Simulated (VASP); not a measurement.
A run of VASP 6.6.1 is set up as follows.

File INCAR:

```
SYSTEM = SiC
PREC = Accurate
ENCUT = 520
EDIFF = 1E-6
ISMEAR = 0
SIGMA = 0.01
LREAL = .False.
LASPH = .True.
NELM = 100
ALGO = Normal
ISIF = 2
LWAVE = .False.
LCHARG = .True.
GGA = CA
LELF = .True.
LVHAR = .True.
NBANDS = 16
```

KPOINTS

```
regular mesh
0
Gamma
  8 8 4
  0 0 0
```

File POSCAR:

```
SiC
1.0
    3.0563617626      0.0076409044      0.0076409044
   -1.5215636640      2.6430664774      0.0027967651
    0.0125397836      0.0125397836      5.0159134482
Si C
2 2
Direct
    0.3328374270      0.6663791297      0.0045872325
    0.6663765254      0.3330454438      0.5045844663
    0.3330196561      0.6669606792      0.3804168178
    0.6677663915      0.3336147472      0.8804114834
```

Potentials or basis: VASP PAW LDA potentials, release 64 (Si, C).

The run is started by

```bash
$ cat potpaw_LDA.64/Si/POTCAR potpaw_LDA.64/C/POTCAR > POTCAR
$ mpirun -np 1 vasp_std > vasp.out
```

Q: Predict the pressure.

A: 0.4 GPa.

Q: What does it give for the band gap on the k mesh?

A: 2.35 eV, indirect (least direct gap 3.89 eV).

Stress tensor (GPa, compression positive):
```
 0.40 -1.03 -0.78
-1.03  0.41 -0.78
-0.78 -0.78  0.39
```

Caveat: the cell differs from its parent crystal (equal xy, yz and zx engineering shears of +0.5 %). A k mesh can miss the band edges.
